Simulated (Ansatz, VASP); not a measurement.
# One calculation of SbS2, two programs

File INCAR:

```
PREC = Accurate
ENCUT = 600
EDIFF = 1E-7
ISMEAR = 0
SIGMA = 0.1
LREAL = F
LASPH = T
NELM = 80
ALGO = Normal
ISIF = 3
LWAVE = F
LCHARG = F
GGA = PS
IBRION = 2
NSW = 80
EDIFFG = -0.05
```

The input KPOINTS:

```
regular mesh
0
Gamma
  6 6 2
```

Contents of POSCAR:

```
SbS2
1.0
    3.0159000055      0.0000000000      0.0000000000
   -1.5079500027      2.6118460200      0.0000000000
    0.0000000000      0.0000000000     12.1788945951
Sb S
2 4
Direct
    0.3333333333      0.6666666667      0.2500000000
    0.6666666667      0.3333333333      0.7500000000
    0.3333333333      0.6666666667      0.6266015054
    0.6666666667      0.3333333333      0.1266015054
    0.3333333333      0.6666666667      0.8733984946
    0.6666666667      0.3333333333      0.3733984946
```

Input for Ansatz:

```yaml
crystal:
  lattice:
    - [3.0159000055, 0.0, 0.0]
    - [-1.5079500027, 2.61184602, 0.0]
    - [0.0, 0.0, 12.1788945951]
  atoms:
    - { symbol: Sb, position: [0.3333333333, 0.6666666667, 0.25] }
    - { symbol: Sb, position: [0.6666666667, 0.3333333333, 0.75] }
    - { symbol: S, position: [0.3333333333, 0.6666666667, 0.6266015054] }
    - { symbol: S, position: [0.6666666667, 0.3333333333, 0.1266015054] }
    - { symbol: S, position: [0.3333333333, 0.6666666667, 0.8733984946] }
    - { symbol: S, position: [0.6666666667, 0.3333333333, 0.3733984946] }
basis:
  ecutwfc: 420
kpoints:
  mp_grid: { grid: [6, 6, 2] }
hamiltonian:
  xc: pbesol
scf:
  occupations: { method: gaussian, width: 0.1 }
output:
  forces: true
  stress: true
  eigenvalues: true
relax:
  adjacent_minimum: "off"
  f_tol: 0.05
  max_steps: 60
  cell: { stress_tol: 0.5 }
```

Alike in both runs: task relaxation of cell and atoms; functional PBEsol; k mesh 6 × 6 × 2; occupations gaussian, width 0.1 eV; no spin polarisation.

|  | VASP | Ansatz |
| --- | --- | --- |
| version | VASP 6.6.1 | Ansatz 0.2.0 |
| potentials or method | VASP PAW PBE potentials, release 64 (Sb, S), cutoff 600 eV | scalar-relativistic, plane waves, PAW |
| valence electrons in the cell | 34 | 54 |

Ansatz gave:

```
gap on the k mesh at the Fermi level, each at its own relaxed structure (eV) : none
relaxed volume (Å³/atom)                                                     : 22.04
relaxed cell length with the largest relative difference (Å)                 : 11.692
```

Estimate VASP's values.

gap on the k mesh at the Fermi level, each at its own relaxed structure (eV): none; relaxed volume (Å³/atom): 22.02; relaxed cell length with the largest relative difference (Å): 11.629.

VASP's potentials were made for PBE, not for PBEsol. A gap of «none» marks a metal or a gap that the smearing closes. VASP's potentials hold 34 valence electrons a cell and Ansatz's 54, so a difference there can come from the potentials and not from the codes.

The k mesh is coarse, so the values compare programs but aren't converged. Neither program's run includes spin-orbit coupling. Noted on VASP's run: the volume moved by over 15 % at a fixed basis, so the end points are rough.
